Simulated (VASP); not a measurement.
Write the native input for VASP 6.6.1 that does the following.

```yaml
Task: single point
Functional: PBEsol
Potentials_or_basis: VASP PAW PBE potentials, release 64 (Sc_sv)
Cutoff: 520 eV
k_mesh: 20 × 20 × 20
Occupations: gaussian, width 0.15 eV
Spin: no spin polarisation
Dipole_correction: no
Further_INCAR_settings: ALGO = Normal; EDIFF = 1e-06; NBANDS = 12
```

The structure of Sc lies in POSCAR:

```
Sc
1.0
    0.0000000000      2.3344911424      2.1477318510
    2.3344911424      0.0000000000      2.1477318510
    2.3344911424      2.3344911424      0.0000000000
Sc
1
Direct
    0.0000000000      0.0000000000      0.0000000000
```

This cell differs from its parent crystal: ratio of the length along z to the lengths across it x 0.92, volume and fractional coordinates fixed.

One way to write it, as run:

INCAR

```
PREC = Accurate
ENCUT = 520
EDIFF = 1E-6
ISMEAR = 0
SIGMA = 0.15
LREAL = F
LASPH = T
NELM = 100
ALGO = Normal
ISIF = 2
LWAVE = F
LCHARG = F
GGA = PS
NBANDS = 12
```

KPOINTS

```
regular mesh
0
Gamma
  20 20 20
```

Potentials or basis: VASP PAW PBE potentials, release 64 (Sc_sv).

The run is started by

```sh
$ cat potpaw_PBE.64/Sc_sv/POTCAR > POTCAR
$ mpirun -np 1 vasp_std > vasp.out
```

It gave:

```
Pressure : 0.5 GPa
```

Caveat: the PAW data sets were made with another functional, which shifts forces and pressure a little.

Run time: 3.6 min on 1 thread of AMD EPYC 7R43 64-Core Processor (Zen 3), with other jobs on the host, peak memory 0.25 GiB.
